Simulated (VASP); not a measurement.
# SiHgRh (P-6m2) in VASP: a series of runs

SiHgRh is run at these levels: PBE; tasks: single point.

All numbers are computed with VASP 6.6.1; they aren't measurements. Logs are shortened: lines on timing, memory, paths and dates and some standing lists are left out, and cuts for length are marked.

## 1. The cell of the first run

Symmetry: P-6m2, No. 187, hexagonal system. Conventional cell: a = 4.077 Å, b = 4.077 Å, c = 3.599 Å, α = 90.00°, β = 90.00°, γ = 120.00°. Si (site symmetry -6m2) has 3 Rh at 2.35 Å and 6 Hg at 2.96 Å within 3.1 Å. Within 3.9 Å of Hg (site symmetry -6m2) lie 6 Rh at 2.96 Å and 6 Si at 2.96 Å and 2 Hg at 3.60 Å. Within 3.1 Å of Rh (site symmetry -6m2) lie 3 Si at 2.35 Å and 6 Hg at 2.96 Å.

The cell was generated, and may not be a known phase.

## 2. Single point, PBE

INCAR reads:

```
SYSTEM = SiHgRh
ALGO     = Normal         ! electronic algorithm
EDIFF    = 1E-7           ! SCF threshold, eV
ENCUT    = 520            ! plane-wave cutoff, eV
GGA      = PE             ! functional
ISIF     = 2              ! what is computed and relaxed
ISMEAR   = 0              ! smearing method
LASPH    = .TRUE.         ! aspherical terms in the spheres
LCHARG   = .TRUE.         ! write CHGCAR
LELF     = .TRUE.         ! ELF
LREAL    = .FALSE.        ! projectors in reciprocal space
LVHAR    = .TRUE.       
LWAVE    = .FALSE.        ! write WAVECAR
NBANDS   = 22             ! bands
NELM     = 80             ! most SCF steps
PREC     = Accurate       ! precision mode
SIGMA    = 0.1            ! smearing width, eV
```

KPOINTS reads:

```
k-points
0
G
  6 6 4
  0 0 0
```

POSCAR reads:

```
SiHgRh
1.0
    4.0771152007      0.0000000029      0.0000000000
   -2.0385576028      3.5308853365      0.0000000000
    0.0000000000      0.0000000000      3.5992621582
Si Hg Rh
1 1 1
Direct
    0.3333333333      0.6666666667      0.5000000000
    0.6666666667      0.3333333333      0.0000000000
    0.0000000000      0.0000000000      0.5000000000
```

Potentials or basis: VASP PAW PBE potentials, release 64 (Si, Hg, Rh_pv).

Command:

```sh
cat potpaw_PBE.64/Si/POTCAR potpaw_PBE.64/Hg/POTCAR potpaw_PBE.64/Rh_pv/POTCAR > POTCAR
mpirun -np 1 vasp_std > vasp.out
```

OUTCAR:

```text
SYSTEM = SiHgRh
   EDIFF = 1E-7
   ENCUT = 520
   GGA = PE
   ISIF = 2
   ISMEAR = 0
   LASPH = .TRUE.
   LREAL = .FALSE.
   NELM = 80
   PREC = Accurate

 ion  position               nearest neighbor table
   1  0.333  0.667  0.500-   3 2.35   3 2.35   3 2.35   2 2.96   2 2.96   2 2.96   2 2.96   2 2.96
                             2 2.96
   2  0.667  0.333  0.000-   3 2.96   3 2.96   1 2.96   1 2.96   1 2.96   1 2.96   3 2.96   3 2.96
                             3 2.96   3 2.96   1 2.96   1 2.96
   3  0.000  0.000  0.500-   1 2.35   1 2.35   1 2.35   2 2.96   2 2.96   2 2.96   2 2.96   2 2.96
                             2 2.96

  LATTYP: Found a hexagonal cell.
 ALAT       =     4.0771152007
 C/A-ratio  =     0.8827962864

  Lattice vectors:

 A1 = (   4.0771152007,   0.0000000029,   0.0000000000)
 A2 = (  -2.0385576028,   3.5308853365,   0.0000000000)
 A3 = (   0.0000000000,   0.0000000000,   3.5992621582)

Analysis of symmetry for initial positions (statically):
=====================================================================
 Subroutine PRICEL returns:
 Original cell was already a primitive cell.

 Routine SETGRP: Setting up the symmetry group for a
 hexagonal supercell.

 Subroutine GETGRP returns: Found 12 space group operations
 (whereof 12 operations were pure point group operations)
 out of a pool of 24 trial point group operations.

The static configuration has the point symmetry D_3h.

Analysis of symmetry for dynamics (positions and initial velocities):
=====================================================================
 Subroutine PRICEL returns:
 Original cell was already a primitive cell.

 Routine SETGRP: Setting up the symmetry group for a
 hexagonal supercell.

 Subroutine GETGRP returns: Found 12 space group operations
 (whereof 12 operations were pure point group operations)
 out of a pool of 24 trial point group operations.

The dynamic configuration has the point symmetry D_3h.

 Subroutine INISYM returns: Found 12 space group operations
 (whereof 12 operations are pure point group operations),
 and found     1 'primitive' translations

----------------------------------------------------------------------------------------

                                     Primitive cell

  volume of cell :      51.8144

  direct lattice vectors                    reciprocal lattice vectors
     4.077115201  0.000000003  0.000000000     0.245271460  0.141607544  0.000000000
    -2.038557603  3.530885336  0.000000000    -0.000000000  0.283215088  0.000000000
     0.000000000  0.000000000  3.599262158     0.000000000  0.000000000  0.277834722

  length of vectors
     4.077115201  4.077115201  3.599262158     0.283215088  0.283215088  0.277834722

  position of ions in fractional coordinates (direct lattice)
     0.333333333  0.666666667  0.500000000
     0.666666667  0.333333333  0.000000000
     0.000000000  0.000000000  0.500000000

  ion indices of the primitive-cell ions
   primitive index   ion index
                 1           1
                 2           2
                 3           3

----------------------------------------------------------------------------------------

 KPOINTS: k-points

Automatic generation of k-mesh.
 Grid dimensions read from file:
 generate k-points for:    6    6    4

 Generating k-lattice:

  Cartesian coordinates                     Fractional coordinates (reciprocal lattice)
     0.040878577  0.023601257  0.000000000     0.166666667 -0.000000000  0.000000000
    -0.000000000  0.047202515  0.000000000     0.000000000  0.166666667  0.000000000
     0.000000000  0.000000000  0.069458680     0.000000000  0.000000000  0.250000000

  Length of vectors
     0.047202515  0.047202515  0.069458680

  Shift w.r.t. Gamma in fractional coordinates (k-lattice)
     0.000000000  0.000000000  0.000000000

 Subroutine IBZKPT returns following result:
 ===========================================

 Found     21 irreducible k-points:

 Following reciprocal coordinates:
            Coordinates               Weight
  0.000000  0.000000  0.000000      1.000000
  0.166667  0.000000  0.000000      6.000000
  0.333333  0.000000  0.000000      6.000000
  0.500000  0.000000  0.000000      3.000000
  0.166667  0.166667  0.000000      6.000000
  0.333333  0.166667  0.000000     12.000000
[... 13 lines left out ...]
  0.333333  0.166667  0.500000     12.000000
  0.333333  0.333333  0.500000      2.000000
   k-points           NKPTS =     21   k-points in BZ     NKDIM =     21   number of bands    NBANDS=     22
   number of dos      NEDOS =    301   number of ions     NIONS =      3
   total plane-waves  NPLWV =  25200
   dimension x,y,z NGX =    30 NGY =   30 NGZ =   28
   dimension x,y,z NGXF=    60 NGYF=   60 NGZF=   56
   ions per type =               1   1   1
   NGX,Y,Z   is equivalent  to a cutoff of  12.23, 12.23, 12.93 a.u.
   NGXF,Y,Z  is equivalent  to a cutoff of  24.47, 24.47, 25.87 a.u.
 SYSTEM =  SiHgRh
   PREC   = accura    normal or accurate (medium, high low for compatibility)
   ISTART =      0    job   : 0-new  1-cont  2-samecut
   ICHARG =      2    charge: 1-file 2-atom 10-const
   ISPIN  =      1    spin polarized calculation?
   LNONCOLLINEAR =      F non collinear calculations
   LSORBIT =      F    spin-orbit coupling
   LASPH  =      T    aspherical Exc in radial PAW
   ENCUT  =  520.0 eV  38.22 Ry    6.18 a.u.   7.58  7.58  6.69*2*pi/ulx,y,z
   NELM   =     80;   NELMIN=  2; NELMDL= -5     # of ELM steps
   EDIFF  = 0.1E-06   stopping-criterion for ELM
   LREAL  =      F    real-space projection
   EDIFFG = 0.1E-05   stopping-criterion for IOM
   NSW    =      0    number of steps for IOM
   IBRION =     -1    ionic relax: 0-MD 1-quasi-New 2-CG
   NFREE  =      0    steps in history (QN), initial steepest desc. (CG)
   ISIF   =      2    stress and relaxation
   ISYM   =      2    0-nonsym 1-usesym 2-fastsym
   POTIM  = 0.5000    time-step for ionic-motion
   TEBEG  =    0.0;   TEEND  =   0.0 temperature during run
   PSTRESS=    0.0 pullay stress
   NELECT =      31.0000    total number of electrons
   NUPDOWN=      -1.0000    fix difference up-down
   EMIN   =  10.00;   EMAX   =-10.00  energy-range for DOS
   EFERMI =   0.00;   METHOD = LEGACY
   ISMEAR =     0;   SIGMA  =   0.10  broadening in eV -4-tet -1-fermi 0-gaus
   EFERMI_NEDOS =   21; number of points for ismear=-14 and -15
   IALGO  =     38    algorithm
   IMIX   =      4    mixing-type and parameters
     AMIX     =   0.40;   BMIX     =  1.00
     AMIX_MAG =   1.60;   BMIX_MAG =  1.00
  volume/ion in A,a.u.               =      17.27       116.55
  Fermi-wavevector in a.u.,A,eV,Ry     =   1.379469  2.606819 25.891010  1.902936
  Thomas-Fermi vector in A             =   2.504436
   LORBIT       =      0    0 simple, 1 ext, 2 COOP (PROOUT), +10 PAW based schemes
   GGA     = PE    functional components
   LHFCALC =     F    Hartree Fock is set to
   AEXX    =    0.0000 exact exchange contribution
   IVDW    =     0    specifies the selected vdW correction
   LEPSILON=     F    determine dielectric tensor
   LRPA    =     F    only Hartree local field effects (RPA)
 non-spin polarized calculation
 Gauss-broadening in eV      SIGMA  =   0.10
  energy-cutoff  :      520.00
  volume of cell :       51.81
 maximum number of plane-waves:      1418
   NGX = 15   NGY = 15   NGZ = 13

 number of electron      30.9999995 magnetization

 Free energy of the ion-electron system (eV)
  ---------------------------------------------------
  ext. energy  EPLUGINS =         0.00000000
  ---------------------------------------------------
  free energy    TOTEN  =       -13.06822213 eV

  energy without entropy =      -13.05898306  energy(sigma->0) =      -13.06360259

 E-fermi :   7.4641     XC(G=0): -11.8070

 val. band max:        7.4292518528   @ k =   0.1667   0.1667   0.2500
 cond. band min:       7.4696367635   @ k =   0.0000   0.0000   0.0000
 fundamental gap:      0.0403849107
 Fermi energy:         7.4641470051

 k-point     1 :       0.0000    0.0000    0.0000
  band No.  band energies     occupation
      1     -39.1703      2.00000
      2     -39.1703      2.00000
      3     -38.9086      2.00000
      4      -3.8615      2.00000
      5      -0.5436      2.00000
      6      -0.2421      2.00000
[... 14 lines left out ...]
     21      12.7696      0.00000
     22      16.8636      0.00000

 k-point     2 :       0.1667    0.0000    0.0000
  band No.  band energies     occupation
      1     -39.1718      2.00000
      2     -39.1706      2.00000
      3     -38.9085      2.00000
      4      -3.5206      2.00000
      5      -0.5464      2.00000
      6      -0.3007      2.00000
[... 14 lines left out ...]
     21      14.0109      0.00000
     22      16.1355      0.00000

 k-point     3 :       0.3333    0.0000    0.0000
  band No.  band energies     occupation
      1     -39.1747      2.00000
      2     -39.1712      2.00000
      3     -38.9084      2.00000
      4      -2.6418      2.00000
      5      -0.7419      2.00000
      6      -0.1850      2.00000
[... 14 lines left out ...]
     21      14.9509      0.00000
     22      16.1446      0.00000

 k-point     4 :       0.5000    0.0000    0.0000
  band No.  band energies     occupation
      1     -39.1762      2.00000
      2     -39.1715      2.00000
      3     -38.9084      2.00000
      4      -2.0039      2.00000
      5      -0.8553      2.00000
      6      -0.1827      2.00000
[... 14 lines left out ...]
     21      15.2830      0.00000
     22      16.6701      0.00000

 k-point     5 :       0.1667    0.1667    0.0000
  band No.  band energies     occupation
      1     -39.1737      2.00000
      2     -39.1714      2.00000
      3     -38.9085      2.00000
      4      -2.9060      2.00000
      5      -0.6601      2.00000
      6      -0.3033      2.00000
[... 342 lines left out ...]
 k-point    19 :       0.1667    0.1667    0.5000
  band No.  band energies     occupation
      1     -39.1725      2.00000
      2     -39.1704      2.00000
      3     -38.9220      2.00000
      4      -1.8897      2.00000
      5      -0.5452      2.00000
      6      -0.4069      2.00000
[... 14 lines left out ...]
     21      15.0061      0.00000
     22      15.3760      0.00000

 k-point    20 :       0.3333    0.1667    0.5000
  band No.  band energies     occupation
      1     -39.1742      2.00000
      2     -39.1713      2.00000
      3     -38.9218      2.00000
      4      -1.7645      2.00000
      5      -0.6009      2.00000
      6      -0.3310      2.00000
[... 14 lines left out ...]
     21      15.5617      0.00000
     22      16.5988      0.00000

 k-point    21 :       0.3333    0.3333    0.5000
  band No.  band energies     occupation
      1     -39.1739      2.00000
      2     -39.1725      2.00000
      3     -38.9217      2.00000
      4      -1.5784      2.00000
      5      -0.8143      2.00000
      6      -0.1525      2.00000
[... 14 lines left out ...]
     21      16.6484      0.00000
     22      18.3045      0.00000

------------------------ aborting loop because EDIFF is reached ----------------------------------------

  FORCE on cell =-STRESS in cart. coord.  units (eV):
  Direction    XX          YY          ZZ          XY          YZ          ZX
  --------------------------------------------------------------------------------------
  -------------------------------------------------------------------------------------
  Total        0.1740645      0.1740645      0.0722701      0.0000000     -0.0000000      0.0000000
  in kB        5.3823341      5.3823341      2.2347005      0.0000000     -0.0000000      0.0000000
  external PRESSURE =       4.3331229 kB  Pullay stress =       0.0000000 kB

 VOLUME and BASIS-vectors are now :
 -----------------------------------------------------------------------------
  energy-cutoff  :      520.00
  volume of cell :       51.81
      direct lattice vectors                 reciprocal lattice vectors
     4.077115201  0.000000003  0.000000000     0.245271460  0.141607544  0.000000000
    -2.038557603  3.530885336  0.000000000    -0.000000000  0.283215088  0.000000000
     0.000000000  0.000000000  3.599262158     0.000000000  0.000000000  0.277834722

 POSITION                                       TOTAL-FORCE (eV/Angst)
 -----------------------------------------------------------------------------------
     -0.00000      2.35392      1.79963        -0.000000      0.000000      0.000000
      2.03856      1.17696      0.00000         0.000000     -0.000000      0.000000
      0.00000      0.00000      1.79963         0.000000     -0.000000      0.000000
 -----------------------------------------------------------------------------------
    total drift:                               -0.000001      0.000001      0.000000

  FREE ENERGIE OF THE ION-ELECTRON SYSTEM (eV)
  ---------------------------------------------------
  free  energy   TOTEN  =       -13.0682221314 eV

  energy  without entropy=      -13.0589830584  energy(sigma->0) =      -13.06360259
```

Run time: 32 s. Hardware: 1 thread of Intel Xeon Platinum 8259CL at 2.50GHz (Skylake/Cascade Lake), shared host; peak memory 0.18 GiB.

Results:

* Free energy: -13.0682 eV
* Pressure: 0.4 GPa
* Band gap on the k mesh: zero (an odd number of electrons rules out a gap without spin polarisation)

Stress tensor (GPa, compression positive):
```
0.54 0.00 0.00
0.00 0.54 0.00
0.00 0.00 0.22
```

Levels at points of the mesh, in eV from the Fermi level:
```tsv
k point	band 12	band 13	band 14	band 15	band 16	band 17	band 18	band 19	band 20	band 21
(0.00, 0.00, 0.00)	-3.52	-2.02	-2.02	0.01	1.08	3.58	3.58	4.41	4.41	5.31
(0.50, 0.00, 0.00)	-3.02	-2.81	-2.74	-1.87	-1.37	2.45	3.29	5.71	6.32	7.82
(0.00, 0.00, 0.50)	-3.73	-2.24	-2.24	-1.06	3.56	3.93	3.93	3.94	5.57	5.57
(0.50, 0.00, 0.50)	-3.23	-3.11	-3.05	-2.48	-0.04	0.47	1.63	4.52	5.20	5.56
```

Caveat: the k points lie up to 0.44 Å⁻¹ apart, too coarse for converged energies and pressures of a metal; spin-orbit coupling is left out, which moves the levels of the heavy elements.

## 3. Single point, PBE

This run uses another cell than the first one, of 19.53 Å³/atom.

INCAR reads:

```
SYSTEM = SiHgRh
PREC = Accurate
ENCUT = 520
EDIFF = 1E-6
ISMEAR = 0
SIGMA = 0.1
LREAL = .FALSE.
LASPH = .TRUE.
NELM = 100
ALGO = Normal
ISIF = 2
LWAVE = .FALSE.
LCHARG = .FALSE.
GGA = PE
NBANDS = 22
```

KPOINTS reads:

```
regular mesh
0
G
  6 6 4
  0 0 0
```

POSCAR reads:

```
SiHgRh
1.0
    4.0920133500      0.0000000000      0.0000000000
   -2.0460066800      3.5437875100      0.0000000000
    0.0000000000      0.0000000000      4.0406286100
Si Hg Rh
1 1 1
Direct
    0.3333333300      0.6666666700      0.5000000000
    0.6666666700      0.3333333300      0.0000000000
    0.0000000000      0.0000000000      0.5000000000
```

Potentials or basis: VASP PAW PBE potentials, release 64 (Si, Hg, Rh_pv).

Command:

```sh
cat potpaw_PBE.64/Si/POTCAR potpaw_PBE.64/Hg/POTCAR potpaw_PBE.64/Rh_pv/POTCAR > POTCAR
mpirun -np 1 vasp_std > vasp.out
```

Run time: 31 s. Hardware: 1 thread of Intel Xeon Platinum 8259CL at 2.50GHz (Skylake/Cascade Lake), shared host; peak memory 0.18 GiB.

Results (log left out):

| Item | Value |
| --- | --- |
| Free energy | -12.8917 eV |
| Pressure | -6.8 GPa |
| Band gap on the k mesh | zero (an odd number of electrons rules out a gap without spin polarisation) |

Stress tensor (GPa, compression positive):
```
-6.59  0.00  0.00
 0.00 -6.59  0.00
 0.00  0.00 -7.29
```

Levels at points of the mesh, in eV from the Fermi level:
| k point | band 13 | band 14 | band 15 | band 16 | band 17 | band 18 |
| --- | --- | --- | --- | --- | --- | --- |
| (0.00, 0.00, 0.00) | -1.89 | -1.89 | -0.89 | 0.99 | 3.91 | 3.91 |
| (0.50, 0.00, 0.00) | -2.64 | -2.40 | -1.79 | -0.59 | 1.89 | 2.61 |
| (0.00, 0.00, 0.50) | -1.98 | -1.98 | -1.31 | 3.78 | 4.03 | 4.04 |
| (0.50, 0.00, 0.50) | -2.58 | -2.55 | -2.31 | -0.40 | 0.38 | 1.36 |

Caveat: the k points lie up to 0.39 Å⁻¹ apart, too coarse for converged energies and pressures of a metal; spin-orbit coupling is left out, which moves the levels of the heavy elements.

## 4. Single point, PBE

INCAR, as its differences from that of step 3:

```diff
@@ -3,3 +3,3 @@
 ENCUT = 520
-EDIFF = 1E-6
+EDIFF = 1E-7
 ISMEAR = 0
@@ -9,3 +9,3 @@
 NELM = 100
-ALGO = Normal
+ALGO = Fast
 ISIF = 2
```

KPOINTS reads:

```
regular mesh
0
G
  6 6 6
  0 0 0
```

POSCAR reads:

```
SiHgRh
1.0
    4.0771152007      0.0000000000      0.0000000000
   -2.0385576003      3.5308853380      0.0000000000
    0.0000000000      0.0000000000      3.5992621582
Si Hg Rh
1 1 1
Direct
    0.3333333333      0.6666666667      0.5000000000
    0.6666666667      0.3333333333      0.0000000000
    0.0000000000      0.0000000000      0.5000000000
```

Command:

```sh
cat potpaw_PBE.64/Si/POTCAR potpaw_PBE.64/Hg/POTCAR potpaw_PBE.64/Rh_pv/POTCAR > POTCAR
mpirun -np 1 vasp_std > vasp.out
```

Wall time 43 s (1 thread of Intel Xeon Platinum 8259CL at 2.50GHz (Skylake/Cascade Lake), shared host); peak memory 0.18 GiB.

Results (log left out):

```yaml
Free_energy: -13.0555 eV
Pressure: 0.5 GPa
Band_gap_on_the_k_mesh: zero (an odd number of electrons rules out a gap without spin polarisation)
```

Stress tensor (GPa, compression positive):
```
0.52 0.00 0.00
0.00 0.52 0.00
0.00 0.00 0.40
```

Levels at points of the mesh, in eV from the Fermi level:
| k point | band 13 | band 14 | band 15 | band 16 | band 17 | band 18 |
| --- | --- | --- | --- | --- | --- | --- |
| (0.00, 0.00, 0.00) | -2.01 | -2.01 | 0.04 | 1.11 | 3.61 | 3.61 |
| (0.50, 0.00, 0.00) | -2.79 | -2.72 | -1.85 | -1.34 | 2.48 | 3.33 |
| (0.00, 0.00, 0.50) | -2.22 | -2.22 | -1.05 | 3.60 | 3.96 | 3.96 |
| (0.50, 0.00, 0.50) | -3.09 | -3.02 | -2.46 | -0.02 | 0.49 | 1.66 |

Caveat: spin-orbit coupling is left out, which moves the levels of the heavy elements.

## 5. The runs side by side

```csv
cell,k mesh,gap on the mesh (eV),pressure (GPa)
"a = 4.077, b = 4.077, c = 3.599 Å, angles 90.0, 90.0, 120.0°, 3 atoms",6 × 6 × 4,none,0.4
"a = 4.092, b = 4.092, c = 4.041 Å, angles 90.0, 90.0, 120.0°, 3 atoms",6 × 6 × 4,none,-6.8
"a = 4.077, b = 4.077, c = 3.599 Å, angles 90.0, 90.0, 120.0°, 3 atoms",6 × 6 × 6,none,0.5
```

Alike in all rows: task single point; level PBE; potentials or basis VASP PAW PBE potentials, release 64 (Si, Hg, Rh_pv); no spin polarisation; cutoff (eV) 520; smearing gaussian 0.1 eV.

Caveats: some runs use coarse meshes; spin-orbit coupling is left out, which moves the levels of the heavy elements.

Total energies depend on the potentials used, so only differences within one code and one set of settings carry meaning.

The gap in the log of VASP goes by the Fermi energy; the results here count the filled bands.